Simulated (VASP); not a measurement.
# RuWO4 (Cm) in VASP: single point with PBE

Aim: the single point of RuWO4 with PBE.

All numbers are computed with VASP 6.6.1; they aren't measurements. Logs are shortened: lines on timing, memory, paths and dates and some standing lists are left out, and cuts for length are marked.

### Step 1. The cell of the first run

The structure is monoclinic, space group Cm (No. 8). Conventional cell: a = 8.891 Å, b = 6.847 Å, c = 7.365 Å, α = 90.00°, β = 116.41°, γ = 90.00°. Within 2.5 Å of O (site symmetry m) lie 1 W at 1.91 Å and 2 Ru at 1.98 to 2.06 Å. Within 2.5 Å of O (site symmetry m) lie 1 W at 1.91 Å and 2 Ru at 2.06 to 2.10 Å. Within 2.9 Å of O (site symmetry m) lie 2 W at 1.96 to 2.00 Å and 1 Ru at 2.08 Å and 10 O at 2.70 to 2.89 Å. O (site symmetry m) has 2 W at 1.95 to 1.96 Å and 1 Ru at 2.05 Å within 2.6 Å. Within 2.6 Å of O (site symmetry m) lie 3 Ru at 1.97 to 1.98 Å. O (site symmetry m) has 2 W at 2.04 to 2.06 Å and 1 Ru at 2.09 Å and 11 O at 2.72 to 3.07 Å within 3.1 Å. Within 2.6 Å of O (site symmetry 1) lie 2 W at 1.97 to 2.06 Å and 1 Ru at 2.13 Å and 1 O at 2.59 Å. O (site symmetry 1) has 1 W at 1.89 Å and 2 Ru at 1.97 to 2.08 Å within 2.5 Å.

### Step 2. Single point, PBE

INCAR reads:

```
PREC = Accurate ; ENCUT = 520
EDIFF = 1E-6 ; ISMEAR = 0
SIGMA = 0.1 ; LREAL = Auto
LASPH = T ; NELM = 60
ALGO = Fast ; ISIF = 2
LWAVE = F ; LCHARG = T
GGA = PE ; LELF = T
LVHAR = T ; NBANDS = 93
ISYM = 0
```

KPOINTS reads:

```
Automatic mesh
0
Gamma
  4 4 3
```

POSCAR reads:

```
RuWO4
1.0
    0.0288367177     -4.8125722798      2.8846241087
   -4.8125861499      0.0288355989      2.8846238053
   -4.7891184826     -4.7891025448     -2.8934349955
O Ru W
12 3 3
Direct
    0.2330185834      0.2311002791      0.4886019417
    0.5608714507      0.5589562898      0.1507404331
    0.9135413958      0.9116268190      0.7836333345
    0.0844392140      0.0825273968      0.1903372681
    0.4275106826      0.4256034196      0.8791265117
    0.7771181626      0.7752063192      0.5167956101
    0.6398263681      0.0165632973      0.1606396506
    0.9452209174      0.3676990173      0.8425217703
    0.3008463756      0.7221085078      0.4955915761
    0.0184762633      0.6379152211      0.1606396906
    0.3696107591      0.9433110232      0.8425252203
    0.7240221517      0.2989336269      0.4955946338
    0.3335936807      0.3316812511      0.6805011888
    0.3193561544      0.3174454727      0.1784960430
    0.6645247764      0.6626136441      0.8334141584
    0.6592389113      0.6573251000      0.3344901058
    0.0132038707      0.0112937489      0.9737690964
    0.0211668301      0.0192524859      0.4798698148
```

Potentials or basis: VASP PAW PBE potentials, release 64 (O, Ru_pv, W_sv).

Launch:

```bash
$ cat potpaw_PBE.64/O/POTCAR potpaw_PBE.64/Ru_pv/POTCAR potpaw_PBE.64/W_sv/POTCAR > POTCAR
$ mpirun -np 1 vasp_std > vasp.out
```

OUTCAR:

```text
PREC = Accurate
   ENCUT = 520
   EDIFF = 1E-6
   ISMEAR = 0
   LREAL = Auto
   LASPH = T
   NELM = 60
   ISIF = 2
   GGA = PE
   ISYM = 0

 ion  position               nearest neighbor table
   1  0.233  0.231  0.489-  18 1.91  13 1.98  14 2.06
   2  0.561  0.559  0.151-  16 1.91  14 2.06  15 2.10
   3  0.914  0.912  0.784-  17 1.96  18 2.00  15 2.08
   4  0.084  0.083  0.190-  18 1.95  17 1.96  14 2.05
   5  0.428  0.426  0.879-  14 1.97  15 1.98  13 1.98
   6  0.777  0.775  0.517-  16 2.04  18 2.06  15 2.09
   7  0.640  0.017  0.161-  16 1.97  17 2.06  14 2.13
   8  0.945  0.368  0.843-  17 1.89  15 1.97  13 2.08
   9  0.301  0.722  0.496-  16 1.96  18 1.98  13 2.13
  10  0.018  0.638  0.161-  16 1.97  17 2.06  14 2.13
  11  0.370  0.943  0.843-  17 1.89  15 1.97  13 2.08
  12  0.724  0.299  0.496-  16 1.96  18 1.98  13 2.13
  13  0.334  0.332  0.681-   1 1.98   5 1.98  11 2.08   8 2.08  12 2.13   9 2.13  17 2.70  16 2.88

  14  0.319  0.317  0.178-   5 1.97   4 2.05   1 2.06   2 2.06  10 2.13   7 2.13  18 2.59  15 2.99

  15  0.665  0.663  0.833-   8 1.97  11 1.97   5 1.98   3 2.08   6 2.09   2 2.10  14 2.99  18 3.08

  16  0.659  0.657  0.334-   2 1.91   9 1.96  12 1.96  10 1.97   7 1.97   6 2.04  13 2.88  17 3.09

  17  0.013  0.011  0.974-   8 1.89  11 1.89   4 1.96   3 1.96   7 2.06  10 2.06  13 2.70  16 3.09

  18  0.021  0.019  0.480-   1 1.91   4 1.95   9 1.98  12 1.98   3 2.00   6 2.06  14 2.59  15 3.08

IMPORTANT INFORMATION: All symmetrisations will be switched off!
NOSYMM: (Re-)initialisation of all symmetry stuff for point group C_1.

----------------------------------------------------------------------------------------

                                     Primitive cell

  volume of cell :     200.7784

  direct lattice vectors                    reciprocal lattice vectors
     0.028836718 -4.812572280  2.884624109     0.068390447 -0.138160822  0.115480870
    -4.812586150  0.028835599  2.884623805    -0.138160400  0.068390667  0.115480946
    -4.789118483 -4.789102545 -2.893434995    -0.069557480 -0.069557703 -0.115351481

  length of vectors
     5.610948204  5.610959939  7.364993218     0.192617490  0.192617311  0.151599741

  position of ions in fractional coordinates (direct lattice)
     0.233018583  0.231100279  0.488601942
     0.560871451  0.558956290  0.150740433
     0.913541396  0.911626819  0.783633335
     0.084439214  0.082527397  0.190337268
     0.427510683  0.425603420  0.879126512
     0.777118163  0.775206319  0.516795610
[... 10 lines left out ...]
     0.013203871  0.011293749  0.973769096
     0.021166830  0.019252486  0.479869815

  ion indices of the primitive-cell ions
   primitive index   ion index
                 1           1
                 2           2
                 3           3
                 4           4
                 5           5
                 6           6
[... 10 lines left out ...]
                17          17
                18          18

----------------------------------------------------------------------------------------

 KPOINTS: Automatic mesh

Automatic generation of k-mesh.
 Grid dimensions read from file:
 generate k-points for:    4    4    3

 Generating k-lattice:

  Cartesian coordinates                     Fractional coordinates (reciprocal lattice)
     0.017097612 -0.034540205  0.028870218     0.250000000 -0.000000000 -0.000000000
    -0.034540100  0.017097667  0.028870236     0.000000000  0.250000000  0.000000000
    -0.023185827 -0.023185901 -0.038450494    -0.000000000 -0.000000000  0.333333333

  Length of vectors
     0.048154372  0.048154328  0.050533247

  Shift w.r.t. Gamma in fractional coordinates (k-lattice)
     0.000000000  0.000000000  0.000000000

 Subroutine IBZKPT returns following result:
 ===========================================

 Found     26 irreducible k-points:

 Following reciprocal coordinates:
            Coordinates               Weight
  0.000000  0.000000  0.000000      1.000000
  0.250000  0.000000  0.000000      2.000000
 -0.000000 -0.250000 -0.000000      2.000000
  0.500000  0.000000  0.000000      1.000000
  0.000000  0.500000  0.000000      1.000000
  0.250000  0.250000  0.000000      2.000000
[... 16 lines left out ...]
  0.500000  0.500000  0.333333      2.000000
 -0.250000  0.500000  0.333333      2.000000
 [... further k-points ...]
   k-points           NKPTS =     26   k-points in BZ     NKDIM =     26   number of bands    NBANDS=     93
   number of dos      NEDOS =    301   number of ions     NIONS =     18
   total plane-waves  NPLWV =  98784
   dimension x,y,z NGX =    42 NGY =   42 NGZ =   56
   dimension x,y,z NGXF=    84 NGYF=   84 NGZF=  112
   ions per type =              12   3   3
   NGX,Y,Z   is equivalent  to a cutoff of  12.44, 12.44, 12.64 a.u.
   NGXF,Y,Z  is equivalent  to a cutoff of  24.89, 24.89, 25.28 a.u.
 SYSTEM =  unknown system
   PREC   = accura    normal or accurate (medium, high low for compatibility)
   ISTART =      0    job   : 0-new  1-cont  2-samecut
   ICHARG =      2    charge: 1-file 2-atom 10-const
   ISPIN  =      1    spin polarized calculation?
   LNONCOLLINEAR =      F non collinear calculations
   LSORBIT =      F    spin-orbit coupling
   LASPH  =      T    aspherical Exc in radial PAW
   ENCUT  =  520.0 eV  38.22 Ry    6.18 a.u.  10.43 10.43 13.69*2*pi/ulx,y,z
   NELM   =     60;   NELMIN=  2; NELMDL= -5     # of ELM steps
   EDIFF  = 0.1E-05   stopping-criterion for ELM
   LREAL  =      T    real-space projection
   EDIFFG = 0.1E-04   stopping-criterion for IOM
   NSW    =      0    number of steps for IOM
   IBRION =     -1    ionic relax: 0-MD 1-quasi-New 2-CG
   NFREE  =      0    steps in history (QN), initial steepest desc. (CG)
   ISIF   =      2    stress and relaxation
   ISYM   =      0    0-nonsym 1-usesym 2-fastsym
   POTIM  = 0.5000    time-step for ionic-motion
   TEBEG  =    0.0;   TEEND  =   0.0 temperature during run
   PSTRESS=    0.0 pullay stress
   NELECT =     156.0000    total number of electrons
   NUPDOWN=      -1.0000    fix difference up-down
   EMIN   =  10.00;   EMAX   =-10.00  energy-range for DOS
   EFERMI =   0.00;   METHOD = LEGACY
   ISMEAR =     0;   SIGMA  =   0.10  broadening in eV -4-tet -1-fermi 0-gaus
   EFERMI_NEDOS =   21; number of points for ismear=-14 and -15
   IALGO  =     68    algorithm
   IMIX   =      4    mixing-type and parameters
     AMIX     =   0.40;   BMIX     =  1.00
     AMIX_MAG =   1.60;   BMIX_MAG =  1.00
  volume/ion in A,a.u.               =      11.15        75.27
  Fermi-wavevector in a.u.,A,eV,Ry     =   1.505026  2.844087 30.818604  2.265104
  Thomas-Fermi vector in A             =   2.615929
   LORBIT       =      0    0 simple, 1 ext, 2 COOP (PROOUT), +10 PAW based schemes
   GGA     = PE    functional components
   LHFCALC =     F    Hartree Fock is set to
   AEXX    =    0.0000 exact exchange contribution
   IVDW    =     0    specifies the selected vdW correction
   LEPSILON=     F    determine dielectric tensor
   LRPA    =     F    only Hartree local field effects (RPA)
 non-spin polarized calculation
 RMM-DIIS sequential band-by-band and
 Gauss-broadening in eV      SIGMA  =   0.10
  energy-cutoff  :      520.00
  volume of cell :      200.78
 maximum number of plane-waves:      5420
 NGX is ok and might be reduce to    42
   NGX = 21   NGY = 21   NGZ = 27

 number of electron     155.9999990 magnetization

 Free energy of the ion-electron system (eV)
  ---------------------------------------------------
  ext. energy  EPLUGINS =         0.00000000
  ---------------------------------------------------
  free energy    TOTEN  =      -153.91098283 eV

  energy without entropy =     -153.87482416  energy(sigma->0) =     -153.89290349

 E-fermi :   7.2283     XC(G=0): -11.7362

 val. band max:        7.2102669324   @ k =  -0.2500   0.5000   0.3333
 cond. band min:       7.2318950666   @ k =   0.2500   0.0000   0.0000
 fundamental gap:      0.0216281342
 Fermi energy:         7.2282725346

 k-point     1 :       0.0000    0.0000    0.0000
  band No.  band energies     occupation
      1     -69.1635      2.00000
      2     -69.1168      2.00000
      3     -69.0056      2.00000
      4     -36.5705      2.00000
      5     -36.5610      2.00000
      6     -36.4937      2.00000
[... 82 lines left out ...]
     89       9.3005      0.00000
     90       9.9366      0.00000

 k-point     2 :       0.2500    0.0000    0.0000
  band No.  band energies     occupation
      1     -69.1635      2.00000
      2     -69.1168      2.00000
      3     -69.0057      2.00000
      4     -36.5710      2.00000
      5     -36.5617      2.00000
      6     -36.4934      2.00000
[... 2035 lines left out ...]
     89       9.2823      0.00000
     90       9.5672      0.00000

 k-point    24 :      -0.2500    0.5000    0.3333
  band No.  band energies     occupation
      1     -69.1635      2.00000
      2     -69.1168      2.00000
      3     -69.0056      2.00000
      4     -36.5706      2.00000
      5     -36.5606      2.00000
      6     -36.4935      2.00000
[... 82 lines left out ...]
     89       9.3498      0.00000
     90       9.6285      0.00000

 [... further k-points ...]

 [bands above 90 left out]

------------------------ aborting loop because EDIFF is reached ----------------------------------------

  FORCE on cell =-STRESS in cart. coord.  units (eV):
  Direction    XX          YY          ZZ          XY          YZ          ZX
  --------------------------------------------------------------------------------------
  -------------------------------------------------------------------------------------
  Total        1.6380919      1.6352739      1.8533333      0.0256718     -0.0356243     -0.0313155
  in kB       13.0716929     13.0492057     14.7892821      0.2048565     -0.2842760     -0.2498925
  external PRESSURE =      13.6367269 kB  Pullay stress =       0.0000000 kB

 VOLUME and BASIS-vectors are now :
 -----------------------------------------------------------------------------
  energy-cutoff  :      520.00
  volume of cell :      200.78
      direct lattice vectors                 reciprocal lattice vectors
     0.028836718 -4.812572280  2.884624109     0.068390447 -0.138160822  0.115480870
    -4.812586150  0.028835599  2.884623805    -0.138160400  0.068390667  0.115480946
    -4.789118483 -4.789102545 -2.893434995    -0.069557480 -0.069557703 -0.115351481

 POSITION                                       TOTAL-FORCE (eV/Angst)
 -----------------------------------------------------------------------------------
     -3.44544     -3.45472     -0.07493        -0.102560     -0.101705      0.104928
     -3.39577     -3.40503      2.79412         0.121709      0.121041      0.003042
     -8.11385     -8.12310      2.99753         0.045834      0.048880     -0.054056
     -1.30628     -1.31553     -0.06909        -0.001439     -0.002648      0.069661
     -6.24617     -6.25538     -0.08278         0.015003      0.010571     -0.009468
     -6.18333     -6.19257      2.98256        -0.027532     -0.025965     -0.033029
[... 10 lines left out ...]
     -4.71747     -4.72670     -2.74687         0.008040      0.007927     -0.192216
     -2.39020     -2.39946     -1.27188         0.047825      0.045536     -0.154632
 -----------------------------------------------------------------------------------
    total drift:                               -0.004053      0.004650     -0.005655

  FREE ENERGIE OF THE ION-ELECTRON SYSTEM (eV)
  ---------------------------------------------------
  free  energy   TOTEN  =      -153.9109828310 eV

  energy  without entropy=     -153.8748241564  energy(sigma->0) =     -153.89290349
```

Wall time 27 min (1 thread of Oxide Virtual Turin-like, shared host); peak memory 0.46 GiB.

Results:

| Quantity | Value |
| --- | --- |
| Free energy | -153.9110 eV |
| Pressure | 1.4 GPa |
| Largest force | 0.196 eV/Å |
| Band gap on the k mesh | zero (bands 78 and 79 overlap by 0.40 eV) |

Forces on the atoms (eV/Å):
```
O   -0.103 -0.102  0.105
O    0.122  0.121  0.003
O    0.046  0.049 -0.054
O   -0.001 -0.003  0.070
O    0.015  0.011 -0.009
O   -0.028 -0.026 -0.033
O   -0.092  0.104  0.058
O   -0.118  0.108  0.113
O   -0.001 -0.018 -0.065
O    0.103 -0.090  0.058
O    0.108 -0.117  0.113
O   -0.020 -0.001 -0.063
Ru   0.000 -0.001  0.037
Ru  -0.007 -0.007  0.061
Ru  -0.019 -0.018  0.005
W   -0.063 -0.064 -0.051
W    0.008  0.008 -0.192
W    0.048  0.046 -0.155
```

Stress tensor (GPa, compression positive):
```
 1.31  0.02 -0.02
 0.02  1.30 -0.03
-0.02 -0.03  1.48
```

Caveat: spin-orbit coupling is left out, which moves the levels of the heavy elements.

The gap in the log of VASP goes by the Fermi energy; the results here count the filled bands.